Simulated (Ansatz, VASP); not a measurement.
KI in VASP and in Ansatz

```xyz
2
Lattice="4.2911 0.0000 0.0000 0.0000 4.2911 0.0000 0.0000 0.0000 4.2911" Properties=species:S:1:pos:R:3 pbc="T T T"
K     0.0000    0.0000    0.0000
I     2.1455    2.1455    2.1455
```

Alike in both runs: task single point; functional PBE-based screened hybrid with a share of 0.3 of exact exchange and HFSCREEN = 0.3; k mesh 4 × 4 × 4; no spin polarisation.

|  | VASP | Ansatz |
| --- | --- | --- |
| version | VASP 6.6.1 | Ansatz 0.2.0 |
| potentials or method | VASP PAW PBE potentials, release 64 (K_sv, I) | plane waves |
| plane-wave cutoff (eV) | 520 | 420 |
| occupations | gaussian, width 0.01 eV | fixed |
| valence electrons in the cell | 16 | 26 |

|  | VASP | Ansatz | Ansatz less VASP |
| --- | --- | --- | --- |
| gap on the k mesh at the Fermi level (eV) | 4.25 | 4.27 | +0.015 |
| pressure (GPa) | 0.3 | 0.3 | 0.00 |

VASP's potentials were made for PBE, not for PBE-based screened hybrid. VASP's potentials hold 16 valence electrons a cell and Ansatz's 26, so a difference there can come from the potentials and not from the codes. Ansatz's warnings: stress exchange threshold loose, stress scf threshold loose.

Spin-orbit coupling is off throughout.
